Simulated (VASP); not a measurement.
Rb, 1 atom in the cell. Symmetry: Im-3m, No. 229, cubic system. The conventional cell has a = 5.746 Å, b = 5.746 Å, c = 5.746 Å, α = 90.00°, β = 90.00°, γ = 90.00°. 

```yaml
Program: VASP 6.6.1
Task: single point
Functional: r2SCAN
Potentials_or_basis: VASP PAW PBE potentials, release 64 (Rb_sv)
Cutoff: 520 eV
k_mesh: 6 × 6 × 6
Occupations: gaussian, width 0.05 eV
Spin: no spin polarisation
Dipole_correction: no
Further_INCAR_settings: ALGO = Normal; EDIFF = 1e-06; NBANDS = 10
```

Potentials or basis: VASP PAW PBE potentials, release 64 (Rb_sv).

Command:

```bash
$ cat potpaw_PBE.64/Rb_sv/POTCAR > POTCAR
$ cp INCAR.step1 INCAR
$ mpirun -np 1 vasp_std > vasp.out
$ cp INCAR.step2 INCAR
$ mpirun -np 1 vasp_std > vasp.out
```

Hardware: 1 thread of AMD EPYC 7R43 64-Core Processor (Zen 3), on a shared host.

Question: How long does it take, and how much memory?

Answer: Wall time 2.2 min on 1 thread of AMD EPYC 7R43 64-Core Processor (Zen 3) (shared host), peak memory 0.22 GiB. Counts: k points 16.
